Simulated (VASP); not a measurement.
A run of VASP 6.6.1:

The input INCAR:

```
PREC = Accurate
ENCUT = 520
EDIFF = 1E-6
ISMEAR = -1
SIGMA = 0.05
LREAL = F
LASPH = T
NELM = 150
ALGO = Normal
ISIF = 2
LWAVE = F
LCHARG = F
ISPIN = 2
MAGMOM = -0.696 -0.696 -0.705 -0.705
LORBIT = 11
LMAXMIX = 4
GGA = RE
NBANDS = 32
```

File KPOINTS:

```
Automatic mesh
0
Gamma
  16 16 5
```

File POSCAR:

```
Ni
1.0
    2.5706244572      0.0000000000      0.0000000000
   -1.2853122286      2.2262260835      0.0000000000
    0.0000000000      0.0000000000      8.4139811450
Ni
4
Direct
    0.0000000000      0.0000000000      1.0000000000
    0.0000000000      0.0000000000      0.5000000000
    0.3333333333      0.6666666667      0.2500000000
    0.6666666667      0.3333333333      0.7500000000
```

Potentials or basis: VASP PAW PBE potentials, release 64 (Ni).

Command:

```console
$ cat potpaw_PBE.64/Ni/POTCAR > POTCAR
$ mpirun -np 1 vasp_std > vasp.out
```

Hardware: 1 thread of Oxide Virtual Turin-like Processor, with other jobs on the host.

Task: Estimate the wall time of this run.

Result: Wall time 7.3 min on 1 thread of Oxide Virtual Turin-like Processor, on a shared host, peak memory 0.27 GiB. Counts: scf iterations 17, k points 90.
